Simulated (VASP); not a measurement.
Wanted: the native input for a VASP 6.6.1 run.

| Quantity | Value |
| --- | --- |
| Task | single point |
| Functional | PBE |
| Potentials or basis | VASP PAW PBE potentials, release 64 (Ga_d, Sb) |
| Cutoff | 520 eV |
| k mesh | 8 × 8 × 8 |
| Occupations | fermi-dirac, width 0.02 eV |
| Spin | non-collinear spin, zero start, spin-orbit coupling |
| Starting moments | [[0.0, 0.0, 0.0], [0.0, 0.0, 0.0]] μB |
| Dipole correction | no |
| Further INCAR settings | ALGO = Normal; EDIFF = 1e-06; NBANDS = 30 |

The structure of GaSb lies in POSCAR:

```
GaSb
1.0
    0.0000000000      3.0658848228      3.0658848228
    3.0658848228      0.0000000000      3.0658848228
    3.0658848228      3.0658848228      0.0000000000
Ga Sb
1 1
Direct
    0.0000000000      0.0000000000      0.0000000000
    0.2500000000      0.2500000000      0.2500000000
```

These files were run (other wordings do the same):

INCAR

```
SYSTEM = GaSb
PREC = Accurate ; ENCUT = 520
EDIFF = 1E-6 ; ISMEAR = -1
SIGMA = 0.02 ; LREAL = .False.
LASPH = .True. ; NELM = 150
ALGO = Normal ; ISIF = 2
LWAVE = .False. ; LCHARG = .False.
LNONCOLLINEAR = .True. ; MAGMOM = 0 0 0 0 0 0
LORBIT = 11 ; LSORBIT = .True.
GGA_COMPAT = .False. ; LORBMOM = .True.
GGA = PE ; NBANDS = 30
```

KPOINTS

```
Automatic mesh
0
Gamma
  8 8 8
  0 0 0
```

Potentials or basis: VASP PAW PBE potentials, release 64 (Ga_d, Sb).

The run is started by

```console
$ cat potpaw_PBE.64/Ga_d/POTCAR potpaw_PBE.64/Sb/POTCAR > POTCAR
$ mpirun -np 1 vasp_ncl > vasp.out
```

Results of the run:

- Pressure: 2.1 GPa
- Net moment: 0.00 μB per cell
- Valence electrons inside the program's atomic spheres: Ga 11.63; Sb 2.50

Wall time 3.4 min on 1 thread of Intel Xeon 8259CL, with other jobs on the host, peak memory 0.36 GiB.
